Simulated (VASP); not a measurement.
## Ga: electric field gradients with LDA

Ga:

```
Ga
1.0
     1.45482   -4.07851    0.00000
     1.45482    4.07851    0.00000
     0.00000    0.00000    3.18053
Ga
2
Direct
  0.86700 0.13300 0.25000
  0.13300 0.86700 0.75000
```

- Program: VASP 6.6.1
- Task: electric field gradients
- Functional: LDA
- Potentials or basis: VASP PAW LDA potentials, release 64 (Ga_d)
- Cutoff: 520 eV
- k mesh: 12 × 12 × 10
- Occupations: fermi-dirac, width 0.08 eV
- Spin: no spin polarisation
- Dipole correction: no
- Further INCAR settings: ALGO = Normal; EDIFF = 1e-08; NBANDS = 20

* Pressure: -4.2 GPa
* Largest force: 0.175 eV/Å
* Band gap on the k mesh: zero (bands 13 and 14 overlap by 9.21 eV)
* Largest electric field gradient by atom: Ga -27.3 V/Å²

Forces in eV/Å, atoms in the order of the input:
```
Ga   0.000  0.175  0.000
Ga   0.000 -0.175  0.000
```

Stress tensor (GPa, compression positive):
```
-6.15  0.00  0.00
 0.00 -3.38  0.00
 0.00  0.00 -3.00
```

Levels at points of the mesh, in eV from the Fermi level:
| k point | band 9 | band 10 | band 11 | band 12 | band 13 | band 14 | band 15 | band 16 | band 17 | band 18 |
| --- | --- | --- | --- | --- | --- | --- | --- | --- | --- | --- |
| (0.00, 0.00, 0.00) | -14.91 | -14.75 | -11.17 | -2.23 | -1.68 | 2.84 | 6.63 | 7.70 | 8.62 | 10.37 |
| (0.50, 0.00, 0.00) | -14.82 | -14.81 | -6.72 | -5.37 | -1.73 | -0.47 | 6.35 | 6.58 | 8.79 | 9.17 |
| (0.50, 0.50, 0.00) | -14.87 | -14.82 | -9.16 | -8.53 | 5.05 | 5.69 | 5.77 | 6.94 | 7.06 | 9.41 |
| (0.00, 0.00, 0.50) | -14.84 | -14.84 | -7.38 | -7.38 | 1.85 | 1.85 | 2.44 | 2.44 | 10.13 | 10.13 |
| (0.50, 0.00, 0.50) | -14.80 | -14.80 | -3.10 | -3.10 | -1.59 | -1.59 | 1.84 | 1.84 | 4.25 | 4.25 |
| (0.50, 0.50, 0.50) | -14.88 | -14.88 | -5.62 | -5.62 | -4.16 | -4.16 | 9.42 | 9.42 | 11.22 | 11.22 |

Electric field gradients, principal values (V/Å²):
```tsv
atom	least	middle	greatest (by size)
1 Ga	10.597	16.725	-27.322
2 Ga	10.597	16.725	-27.322
```

Run time: 66 s on 1 thread of AMD EPYC 9R45 96-Core Processor (Zen 5) (shared host), peak memory 0.23 GiB.

Caveat: the cell stands under tension; without QUAD_EFG the Cq values of the log hold for a quadrupole moment of 1 mb, not for the nuclei.
